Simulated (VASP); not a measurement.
# Ir12O in VASP: single point with PBE+D3(BJ)

Aim: the single point of Ir12O with PBE+D3(BJ).

Everything below comes from runs of VASP 6.6.1. Logs are shortened: lines on timing, memory, paths and dates and some standing lists are left out, and cuts for length are marked.

## (1) The cell of the first run

The cell holds a slab with vacuum, 13 atoms: a = 5.431 Å, b = 5.431 Å, c = 21.001 Å, α = 90.00°, β = 90.00°, γ = 90.00°.

## (2) Single point, PBE+D3(BJ)

Input file INCAR:

```
ALGO = Normal
DIPOL = 0.5 0.5 0.297
EDIFF = 1E-7
ENCUT = 520
GGA = PE
IDIPOL = 3
ISIF = 2
ISMEAR = 0
IVDW = 12
LASPH = True
LCHARG = False
LDIPOL = True
LREAL = False
LWAVE = False
NBANDS = 69
NELM = 80
PREC = Accurate
SIGMA = 0.1
```

Input file KPOINTS:

```
k-points
0
Gamma
  5 5 1
```

Input file POSCAR:

```
Ir12O
1.0
    5.4309029918      0.0000000000      0.0000000000
    0.0000000000      5.4309029918      0.0000000000
    0.0000000000      0.0000000000     21.0013955423
Ir O
12 1
Direct
    0.2500000000      0.2500000000      0.1904635333
    0.2500000000      0.7500000000      0.1904635333
    0.7500000000      0.2500000000      0.1904635333
    0.7500000000      0.7500000000      0.1904635333
    0.0000000000      0.0000000000      0.2785823619
    0.0000000000      0.5000000000      0.2785823619
    0.5000000000      0.0000000000      0.2785823619
    0.5000000000      0.5000000000      0.2785823619
    0.2500000000      0.2500000000      0.3667087517
    0.2500000000      0.7500000000      0.3667087517
    0.7500000000      0.2500000000      0.3667087517
    0.7500000000      0.7500000000      0.3667087517
    0.2500000000      0.2500000000      0.5238411667
```

Potentials or basis: VASP PAW PBE potentials, release 64 (Ir, O).

Run with:

```console
$ cat potpaw_PBE.64/Ir/POTCAR potpaw_PBE.64/O/POTCAR > POTCAR
$ mpirun -np 1 vasp_std > vasp.out
```

OUTCAR:

```text
EDIFF = 1E-7
   ENCUT = 520
   GGA = PE
   ISIF = 2
   ISMEAR = 0
   IVDW = 12
   LASPH = True
   LREAL = False
   NELM = 80
   PREC = Accurate
 IVDW          = 12

 ion  position               nearest neighbor table
   1  0.250  0.250  0.190-   5 2.67   6 2.67   7 2.67   8 2.67   2 2.72   3 2.72   2 2.72   3 2.72

   2  0.250  0.750  0.190-   5 2.67   6 2.67   7 2.67   8 2.67   1 2.72   4 2.72   1 2.72   4 2.72

   3  0.750  0.250  0.190-   5 2.67   6 2.67   7 2.67   8 2.67   1 2.72   4 2.72   4 2.72   1 2.72
[... 15 lines left out ...]
  11  0.750  0.250  0.367-   5 2.67   6 2.67   7 2.67   8 2.67   9 2.72  12 2.72  12 2.72   9 2.72

  12  0.750  0.750  0.367-   5 2.67   6 2.67   7 2.67   8 2.67  10 2.72  11 2.72  11 2.72  10 2.72

  13  0.250  0.250  0.524-

  LATTYP: Found a simple tetragonal cell.
 ALAT       =     5.4309029918
 C/A-ratio  =     3.8670172481

  Lattice vectors:

 A1 = (   5.4309029918,   0.0000000000,   0.0000000000)
 A2 = (   0.0000000000,   5.4309029918,   0.0000000000)
 A3 = (   0.0000000000,   0.0000000000,  21.0013955423)

Analysis of symmetry for initial positions (statically):
=====================================================================
 Subroutine PRICEL returns:
 Original cell was already a primitive cell.

 Routine SETGRP: Setting up the symmetry group for a
 simple tetragonal supercell.

 Subroutine GETGRP returns: Found  8 space group operations
 (whereof  2 operations were pure point group operations)
 out of a pool of 16 trial point group operations.

The static configuration has the point symmetry C_1h.
 The point group associated with its full space group is C_4v.

Analysis of symmetry for dynamics (positions and initial velocities):
=====================================================================
 Subroutine PRICEL returns:
 Original cell was already a primitive cell.

 Routine SETGRP: Setting up the symmetry group for a
 simple tetragonal supercell.

 Subroutine GETGRP returns: Found  8 space group operations
 (whereof  2 operations were pure point group operations)
 out of a pool of 16 trial point group operations.

The dynamic configuration has the point symmetry C_1h.
 The point group associated with its full space group is C_4v.

 Subroutine INISYM returns: Found  8 space group operations
 (whereof  2 operations are pure point group operations),
 and found     1 'primitive' translations

----------------------------------------------------------------------------------------

                                     Primitive cell

  volume of cell :     619.4300

  direct lattice vectors                    reciprocal lattice vectors
     5.430902992  0.000000000  0.000000000     0.184131442  0.000000000  0.000000000
     0.000000000  5.430902992  0.000000000     0.000000000  0.184131442  0.000000000
     0.000000000  0.000000000 21.001395542     0.000000000  0.000000000  0.047615883

  length of vectors
     5.430902992  5.430902992 21.001395542     0.184131442  0.184131442  0.047615883

  position of ions in fractional coordinates (direct lattice)
     0.250000000  0.250000000  0.190463533
     0.250000000  0.750000000  0.190463533
     0.750000000  0.250000000  0.190463533
     0.750000000  0.750000000  0.190463533
     0.000000000  0.000000000  0.278582362
     0.000000000  0.500000000  0.278582362
     0.500000000  0.000000000  0.278582362
     0.500000000  0.500000000  0.278582362
     0.250000000  0.250000000  0.366708752
     0.250000000  0.750000000  0.366708752
     0.750000000  0.250000000  0.366708752
     0.750000000  0.750000000  0.366708752
     0.250000000  0.250000000  0.523841167

  ion indices of the primitive-cell ions
   primitive index   ion index
                 1           1
                 2           2
                 3           3
                 4           4
                 5           5
                 6           6
                 7           7
                 8           8
                 9           9
                10          10
                11          11
                12          12
                13          13

----------------------------------------------------------------------------------------

 KPOINTS: k-points

Automatic generation of k-mesh.
 Grid dimensions read from file:
 generate k-points for:    5    5    1

 Generating k-lattice:

  Cartesian coordinates                     Fractional coordinates (reciprocal lattice)
     0.036826288  0.000000000  0.000000000     0.200000000  0.000000000  0.000000000
     0.000000000  0.036826288  0.000000000     0.000000000  0.200000000  0.000000000
     0.000000000  0.000000000  0.047615883     0.000000000  0.000000000  1.000000000

  Length of vectors
     0.036826288  0.036826288  0.047615883

  Shift w.r.t. Gamma in fractional coordinates (k-lattice)
     0.000000000  0.000000000  0.000000000

 Subroutine IBZKPT returns following result:
 ===========================================

 Found      6 irreducible k-points:

 Following reciprocal coordinates:
            Coordinates               Weight
  0.000000  0.000000  0.000000      1.000000
  0.200000  0.000000  0.000000      4.000000
  0.400000  0.000000  0.000000      4.000000
  0.200000  0.200000  0.000000      4.000000
  0.400000  0.200000  0.000000      8.000000
  0.400000  0.400000  0.000000      4.000000
   k-points           NKPTS =      6   k-points in BZ     NKDIM =      6   number of bands    NBANDS=     69
   number of dos      NEDOS =    301   number of ions     NIONS =     13
   total plane-waves  NPLWV = 256000
   dimension x,y,z NGX =    40 NGY =   40 NGZ =  160
   dimension x,y,z NGXF=    80 NGYF=   80 NGZF=  320
   ions per type =              12   1
   NGX,Y,Z   is equivalent  to a cutoff of  12.24, 12.24, 12.67 a.u.
   NGXF,Y,Z  is equivalent  to a cutoff of  24.49, 24.49, 25.33 a.u.
 SYSTEM =  unknown system
   PREC   = accura    normal or accurate (medium, high low for compatibility)
   ISTART =      0    job   : 0-new  1-cont  2-samecut
   ICHARG =      2    charge: 1-file 2-atom 10-const
   ISPIN  =      1    spin polarized calculation?
   LNONCOLLINEAR =      F non collinear calculations
   LSORBIT =      F    spin-orbit coupling
   LASPH  =      T    aspherical Exc in radial PAW
   ENCUT  =  520.0 eV  38.22 Ry    6.18 a.u.  10.10 10.10 39.05*2*pi/ulx,y,z
   NELM   =     80;   NELMIN=  2; NELMDL= -5     # of ELM steps
   EDIFF  = 0.1E-06   stopping-criterion for ELM
   LREAL  =      F    real-space projection
   EDIFFG = 0.1E-05   stopping-criterion for IOM
   NSW    =      0    number of steps for IOM
   IBRION =     -1    ionic relax: 0-MD 1-quasi-New 2-CG
   NFREE  =      0    steps in history (QN), initial steepest desc. (CG)
   ISIF   =      2    stress and relaxation
   ISYM   =      2    0-nonsym 1-usesym 2-fastsym
   POTIM  = 0.5000    time-step for ionic-motion
   TEBEG  =    0.0;   TEEND  =   0.0 temperature during run
   PSTRESS=    0.0 pullay stress
   NELECT =     114.0000    total number of electrons
   NUPDOWN=      -1.0000    fix difference up-down
   EMIN   =  10.00;   EMAX   =-10.00  energy-range for DOS
   EFERMI =   0.00;   METHOD = LEGACY
   ISMEAR =     0;   SIGMA  =   0.10  broadening in eV -4-tet -1-fermi 0-gaus
   EFERMI_NEDOS =   21; number of points for ismear=-14 and -15
   IALGO  =     38    algorithm
   IMIX   =      4    mixing-type and parameters
     AMIX     =   0.40;   BMIX     =  1.00
     AMIX_MAG =   1.60;   BMIX_MAG =  1.00
  volume/ion in A,a.u.               =      47.65       321.55
  Fermi-wavevector in a.u.,A,eV,Ry     =   0.931206  1.759724 11.798215  0.867144
  Thomas-Fermi vector in A             =   2.057675
   LORBIT       =      0    0 simple, 1 ext, 2 COOP (PROOUT), +10 PAW based schemes
   GGA     = PE    functional components
   LHFCALC =     F    Hartree Fock is set to
   AEXX    =    0.0000 exact exchange contribution
   IVDW    =    12    specifies the selected vdW correction
   LEPSILON=     F    determine dielectric tensor
   LRPA    =     F    only Hartree local field effects (RPA)
 non-spin polarized calculation
 Gauss-broadening in eV      SIGMA  =   0.10
  energy-cutoff  :      520.00
  volume of cell :      619.43
 maximum number of plane-waves:     16712
   NGX = 21   NGY = 21   NGZ = 79

 dipolmoment           0.000000      0.000000     -0.102138 electrons x Angstroem

 number of electron     113.9999977 magnetization

 dipolmoment           0.000000      0.000000      0.457692 electrons x Angstroem

 Free energy of the ion-electron system (eV)
  ---------------------------------------------------
  ext. energy  EPLUGINS =         0.00000000
  ---------------------------------------------------
  free energy    TOTEN  =       -97.06665944 eV

  energy without entropy =      -96.93019832  energy(sigma->0) =      -96.99842888

 E-fermi :  -1.8613     XC(G=0):  -5.0858

 val. band max:       -1.8618399056   @ k =   0.4000   0.4000   0.0000
 cond. band min:      -1.8318319801   @ k =   0.4000   0.4000   0.0000
 fundamental gap:      0.0300079255
 Fermi energy:        -1.8612903799

 k-point     1 :       0.0000    0.0000    0.0000
  band No.  band energies     occupation
      1     -16.7755      2.00000
      2     -11.7539      2.00000
      3      -9.2567      2.00000
      4      -9.2567      2.00000
      5      -9.1903      2.00000
      6      -9.0313      2.00000
[... 421 lines left out ...]
     68      -0.8750      0.00000
     69      -0.8652      0.00000

------------------------ aborting loop because EDIFF is reached ----------------------------------------

 vacuum level on the upper side and lower side of the slab       (xc-potential included)         1.365        -1.372

 Edisp (eV)   -5.45839

 E8    (eV) :    -2.6656

  FORCE on cell =-STRESS in cart. coord.  units (eV):
  Direction    XX          YY          ZZ          XY          YZ          ZX
  --------------------------------------------------------------------------------------
  -------------------------------------------------------------------------------------
  Total     -10.70407   -10.70407    -4.55841     0.00000    -0.00000     0.00000
  in kB     -27.68645   -27.68645   -11.79048     0.00000    -0.00000     0.00000
  external pressure =      -22.39 kB  Pullay stress =        0.00 kB

 VOLUME and BASIS-vectors are now :
 -----------------------------------------------------------------------------
  energy-cutoff  :      520.00
  volume of cell :      619.43
      direct lattice vectors                 reciprocal lattice vectors
     5.430902992  0.000000000  0.000000000     0.184131442  0.000000000  0.000000000
     0.000000000  5.430902992  0.000000000     0.000000000  0.184131442  0.000000000
     0.000000000  0.000000000 21.001395542     0.000000000  0.000000000  0.047615883

 POSITION                                       TOTAL-FORCE (eV/Angst)
 -----------------------------------------------------------------------------------
      1.35773      1.35773      4.00000        -0.000000     -0.000000      0.062399
      1.35773      4.07318      4.00000        -0.000000     -0.000000     -0.019278
      4.07318      1.35773      4.00000        -0.000000     -0.000000     -0.019278
      4.07318      4.07318      4.00000        -0.000000     -0.000000     -0.101122
      0.00000      0.00000      5.85062         0.058480      0.058480      0.011605
      0.00000      2.71545      5.85062         0.058480     -0.058480      0.011605
      2.71545      0.00000      5.85062        -0.058480      0.058480      0.011605
      2.71545      2.71545      5.85062        -0.058480     -0.058480      0.011605
      1.35773      1.35773      7.70140        -0.000000     -0.000000      1.076154
      1.35773      4.07318      7.70140        -0.000000     -0.000000      0.136774
      4.07318      1.35773      7.70140        -0.000000     -0.000000      0.136774
      4.07318      4.07318      7.70140        -0.000000     -0.000000      0.090558
      1.35773      1.35773     11.00140        -0.000000     -0.000000     -1.409405
 -----------------------------------------------------------------------------------
    total drift:                                0.000000      0.000000      0.000225

  FREE ENERGIE OF THE ION-ELECTRON SYSTEM (eV)
  ---------------------------------------------------
  free  energy   TOTEN  =      -102.5250473554 eV

  energy  without entropy=     -102.3885862310  energy(sigma->0) =     -102.45681679

 vacuum level on the upper side and lower side of the slab         6.268         3.461
```

Wall time 19 min (1 thread of Intel Xeon 6975P-C (Granite Rapids), shared host); peak memory 0.67 GiB.

Results:

```yaml
Free_energy: -102.5250 eV
Largest_force: 1.409 eV/Å
Band_gap_on_the_k_mesh: zero (bands 57 and 58 overlap by 0.98 eV)
Dispersion_energy_per_atom: -0.420 eV
```

Forces on the atoms (eV/Å):
```
Ir   0.000  0.000  0.062
Ir   0.000  0.000 -0.019
Ir   0.000  0.000 -0.019
Ir   0.000  0.000 -0.101
Ir   0.058  0.058  0.012
Ir   0.058 -0.058  0.012
Ir  -0.058  0.058  0.012
Ir  -0.058 -0.058  0.012
Ir   0.000  0.000  1.076
Ir   0.000  0.000  0.137
Ir   0.000  0.000  0.137
Ir   0.000  0.000  0.091
O    0.000  0.000 -1.409
```

Caveat: spin-orbit coupling is left out, which moves the levels of the heavy elements.

The gap in the log of VASP goes by the Fermi energy; the results here count the filled bands.